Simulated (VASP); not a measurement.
Input of a VASP 6.6.1 run:

File POSCAR:

```
Si
1.0
    0.0212946715      2.7108588908      2.6895642193
    2.7108588908      0.0212946715      2.6895642193
    2.7321535623      2.7321535623      0.0000000000
Si
2
Direct
    0.0011229877      0.0011229877     -0.0011229877
    0.2488770123      0.2488770123      0.2511229877
```

Contents of INCAR.step1:

```
PREC = Accurate
ENCUT = 500
EDIFF = 1E-8
ISMEAR = 0
SIGMA = 0.01
LREAL = False
LASPH = True
NELM = 60
ALGO = Normal
LWAVE = True
LCHARG = False
GGA = PS
```

Contents of INCAR.step2:

```
PREC = Accurate
ENCUT = 500
EDIFF = 1E-8
ISMEAR = 0
SIGMA = 0.01
LREAL = False
LASPH = True
NELM = 1
ALGO = Exact
LWAVE = True
LCHARG = False
GGA = PS
NBANDS = 220
LOPTICS = True
ISTART = 1
```

Contents of INCAR.step3:

```
PREC = Accurate
ENCUT = 500
EDIFF = 1E-8
ISMEAR = 0
SIGMA = 0.01
LREAL = False
LASPH = True
ALGO = EVGW0
LWAVE = False
LCHARG = False
GGA = PS
NELMGW = 1
NBANDS = 220
ENCUTGW = 180.0
NOMEGA = 96
PRECFOCK = Fast
ISTART = 1
NBANDSGW = 12
OMEGAMAX = 20
```

KPOINTS

```
regular mesh
0
Gamma
  4 4 4
```

Potentials or basis: VASP PAW PBE potentials, release 64 (Si_GW).

The run is started by

```bash
$ cat potpaw_PBE.64/Si_GW/POTCAR > POTCAR
$ cp INCAR.step1 INCAR
$ mpirun -np 1 vasp_std > vasp.out
$ cp INCAR.step2 INCAR
$ mpirun -np 1 vasp_std > vasp.out
$ cp INCAR.step3 INCAR
$ mpirun -np 1 vasp_std > vasp.out
```

Q: What does it give for the quasiparticle gap?

A: 0.94 eV.

Q: Estimate the least direct quasiparticle gap.

A: 3.05 eV.

Q: Estimate the band gap of the starting levels on the mesh.

A: 0.32 eV.

Q: Predict the least direct gap of the starting levels on the mesh.

A: 2.37 eV.

Caveat: the k points lie up to 0.51 Å⁻¹ apart; bands, screening cutoff and mesh are small and nothing is extrapolated, so the quasiparticle values aren't converged.
